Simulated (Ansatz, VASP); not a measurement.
Hf in VASP and in Ansatz

The input INCAR:

```
SYSTEM = Hf
PREC     = Accurate       ! precision mode
ENCUT    = 520            ! plane-wave cutoff, eV
EDIFF    = 1E-6           ! SCF threshold, eV
ISMEAR   = 0              ! smearing method
SIGMA    = 0.15           ! smearing width, eV
LREAL    = .FALSE.        ! projectors in reciprocal space
LASPH    = .TRUE.         ! aspherical terms in the spheres
NELM     = 80             ! most SCF steps
ALGO     = Fast           ! electronic algorithm
ISIF     = 2              ! what is computed and relaxed
LWAVE    = .FALSE.        ! write WAVECAR
LCHARG   = .FALSE.        ! write CHGCAR
GGA      = PS             ! functional
NBANDS   = 11             ! bands
```

File KPOINTS:

```
Automatic mesh
0
G
  18 18 18
  0 0 0
```

File POSCAR:

```
Hf
1.0
   -1.8050000000      1.8523812500      1.8523812500
    1.8050000000     -1.7576187500      1.7576187500
    1.8050000000      1.7576187500     -1.7576187500
Hf
1
Direct
    0.0000000000      0.0000000000      0.0000000000
```

Input for Ansatz:

```yaml
crystal:
  lattice:
    - [-1.805, 1.85238125, 1.85238125]
    - [1.805, -1.75761875, 1.75761875]
    - [1.805, 1.75761875, -1.75761875]
  atoms:
    - { symbol: Hf, position: [0.0, 0.0, 0.0] }
basis:
  ecutwfc: 420
kpoints:
  mp_grid: { grid: [18, 18, 18] }
hamiltonian:
  xc: pbesol
scf:
  occupations: { method: gaussian, width: 0.15 }
output:
  forces: true
  stress: true
  eigenvalues: true
```

Change from the starting cell: strain +0.0525 x Voigt [0, 0, 0, 1, 0, 0], atoms carried along.

Alike in both runs: task single point; functional PBEsol; k mesh 18 × 18 × 18; occupations gaussian, width 0.15 eV; no spin polarisation.

```csv
,VASP,Ansatz
version,VASP 6.6.1,Ansatz 0.2.0
potentials or method,"VASP PAW PBE potentials, release 64 (Hf_pv), cutoff 520 eV","scalar-relativistic, plane waves, PAW"
valence electrons in the cell,10,26
```

Ansatz gave:

```
gap on the k mesh at the Fermi level (eV)                     : none
pressure (GPa)                                                : -8.9
traceless stress, the component that is largest in VASP (GPa) : -2.27
```

Question: Which values does VASP return?

Answer: gap on the k mesh at the Fermi level (eV): none; pressure (GPa): -9.2; traceless stress, the component that is largest in VASP (GPa): -2.25.

VASP's potentials were made for PBE, not for PBEsol. A gap of «none» marks a metal or a gap that the smearing closes. VASP's potentials hold 10 valence electrons a cell and Ansatz's 26, so a difference there can come from the potentials and not from the codes.

Spin-orbit coupling is off throughout.
